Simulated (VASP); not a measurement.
Here is a VASP 6.6.1 calculation.

File POSCAR:

```
Ge
1.0
    0.0000000000      2.6873315000      2.8994892500
    2.6873315000      0.0000000000      2.8994892500
    2.6873315000      2.6873315000      0.0000000000
Ge
2
Direct
    0.5000000000      0.5000000000      0.5000000000
    0.7500000000      0.7500000000      0.7500000000
```

The input INCAR.step1:

```
PREC     = Accurate       # precision mode
ENCUT    = 520            # plane-wave cutoff, eV
ISMEAR   = 0              # smearing method
SIGMA    = 0.05           # smearing width, eV
LREAL    = False          # projectors in reciprocal space
LASPH    = True           # aspherical terms in the spheres
NELM     = 60             # most SCF steps
NBANDS   = 21             # bands
GGA      = PE             # functional
ALGO     = Normal         # electronic algorithm
EDIFF    = 1E-4           # SCF threshold, eV
LWAVE    = True           # write WAVECAR
LCHARG   = False          # write CHGCAR
```

File INCAR.step2:

```
PREC     = Accurate       # precision mode
ENCUT    = 520            # plane-wave cutoff, eV
EDIFF    = 1E-7           # SCF threshold, eV
ISMEAR   = 0              # smearing method
SIGMA    = 0.05           # smearing width, eV
LREAL    = False          # projectors in reciprocal space
LASPH    = True           # aspherical terms in the spheres
NELM     = 60             # most SCF steps
ALGO     = Normal         # electronic algorithm
ISIF     = 2              # what is computed and relaxed
LWAVE    = False          # write WAVECAR
LCHARG   = False          # write CHGCAR
METAGGA  = R2SCAN         # meta-GGA
LMIXTAU  = True         
NBANDS   = 21             # bands
ISTART   = 1
```

Contents of KPOINTS:

```
Automatic mesh
0
Gamma
  10 10 10
```

Potentials or basis: VASP PAW PBE potentials, release 64 (Ge_d).

Command:

```console
$ cat potpaw_PBE.64/Ge_d/POTCAR > POTCAR
$ cp INCAR.step1 INCAR
$ mpirun -np 1 vasp_std > vasp.out
$ cp INCAR.step2 INCAR
$ mpirun -np 1 vasp_std > vasp.out
```

**Question.** Estimate the band gap on the k mesh.

**Answer.** 0.17 eV (least direct gap 0.87 eV).

**Question.** What does it give for the pressure?

**Answer.** 7.6 GPa.

Stress tensor (GPa, compression positive):
```
10.14  0.00  0.00
 0.00 10.14  0.00
 0.00  0.00  2.63
```

Caveat: the cell differs from its parent crystal (strain -0.050 along x and y, +0.025 along z); the cell stands under pressure; the PAW data sets were made with another functional, which shifts forces and pressure a little. A k mesh can miss the band edges.
